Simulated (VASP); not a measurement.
# KBr: single point with PBE

KBr:

```xyz
2
Lattice="3.9984 0.0000 0.0000 0.0000 3.9984 0.0000 0.0000 0.0000 3.9984" Properties=species:S:1:pos:R:3 pbc="T T T"
K     0.0000    0.0000    0.0000
Br    1.9992    1.9992    1.9992
```

This cell differs from its parent crystal: volume changed by -3%.

```
Program             : VASP 6.6.1
Task                : single point
Functional          : PBE
Potentials or basis : VASP PAW PBE potentials, release 64 (K_sv, Br)
Cutoff              : 520 eV
k mesh              : 6 × 6 × 6
Occupations         : gaussian, width 0.01 eV
Spin                : no spin polarisation
```

```yaml
Pressure: 0.5 GPa
Band_gap_on_the_k_mesh: 3.97 eV, indirect (least direct gap 4.24 eV)
```

Levels at points of the mesh, in eV from the valence-band top:
```tsv
k point	band 5	band 6	band 7	band 8	band 9	band 10	band 11	band 12
(0.00, 0.00, 0.00)	-12.04	-0.27	-0.27	-0.27	3.97	5.81	5.81	9.73
(0.50, 0.00, 0.00)	-11.84	-2.04	-0.25	-0.25	6.61	7.18	7.84	8.92
(0.50, 0.50, 0.00)	-12.01	-1.45	-1.45	0.00	5.23	6.53	8.07	8.07
(0.50, 0.50, 0.50)	-12.16	-1.50	-1.50	-1.50	7.48	7.48	7.48	9.53
```

Wall time 25 s on 1 thread of AMD EPYC 7R43 64-Core Processor (Zen 3), on a shared host, peak memory 0.14 GiB.

 A k mesh can miss the band edges.
